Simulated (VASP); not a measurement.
A run of VASP 6.6.1 is set up as follows.

INCAR

```
PREC = Accurate
ENCUT = 520
EDIFF = 1E-6
ISMEAR = 0
SIGMA = 0.02
LREAL = False
LASPH = True
NELM = 100
ALGO = Normal
ISIF = 2
LWAVE = False
LCHARG = True
GGA = PS
LELF = True
LVHAR = True
NBANDS = 14
```

The input KPOINTS:

```
Automatic mesh
0
Gamma
  8 8 8
```

POSCAR

```
NaCl
1.0
    0.0000000000      2.8009524433      2.8009524433
    2.8009524433      0.0000000000      2.8009524433
    2.8009524433      2.8009524433      0.0000000000
Na Cl
1 1
Direct
    0.0000000000      0.0000000000      0.0000000000
    0.5000000000      0.5000000000      0.5000000000
```

Potentials or basis: VASP PAW PBE potentials, release 64 (Na_pv, Cl).

Command:

```console
$ cat potpaw_PBE.64/Na_pv/POTCAR potpaw_PBE.64/Cl/POTCAR > POTCAR
$ mpirun -np 1 vasp_std > vasp.out
```

**Question.** Estimate the pressure.

**Answer.** 0.0 GPa.

**Question.** Estimate the band gap on the k mesh.

**Answer.** 5.01 eV, direct.

Caveat: the PAW data sets were made with another functional, which shifts forces and pressure a little. PBEsol gaps usually lie below the measured ones, often by a third to a half.
